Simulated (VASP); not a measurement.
Here is a VASP 6.6.1 calculation.

The input INCAR:

```
SYSTEM = HgTe
PREC = Accurate
ENCUT = 520
EDIFF = 1E-8
ISMEAR = -1
SIGMA = 0.05
LREAL = .False.
LASPH = .True.
NELM = 100
ALGO = Normal
ISIF = 2
LWAVE = .False.
LCHARG = .False.
GGA = PE
NBANDS = 16
IBRION = 8
NSW = 1
```

The input KPOINTS:

```
Automatic mesh
0
Gamma
  5 5 5
  0 0 0
```

POSCAR

```
HgTe
1.0
    0.0000000000      3.1800000000      3.1800000000
    3.1800000000      0.0000000000      3.1800000000
    3.1800000000      3.1800000000      0.0000000000
Hg Te
1 1
Direct
    0.0000000000      0.0000000000      0.0000000000
    0.5000000000      0.5000000000      0.5000000000
```

Potentials or basis: VASP PAW PBE potentials, release 64 (Hg, Te).

Run with:

```bash
$ cat potpaw_PBE.64/Hg/POTCAR potpaw_PBE.64/Te/POTCAR > POTCAR
$ mpirun -np 1 vasp_std > vasp.out
```

(1) Estimate the highest phonon frequency at Γ, LO-TO splitting left out.

Answers

(1) 46 cm⁻¹.

Caveat: the cell stands under pressure or tension, which shifts response properties.
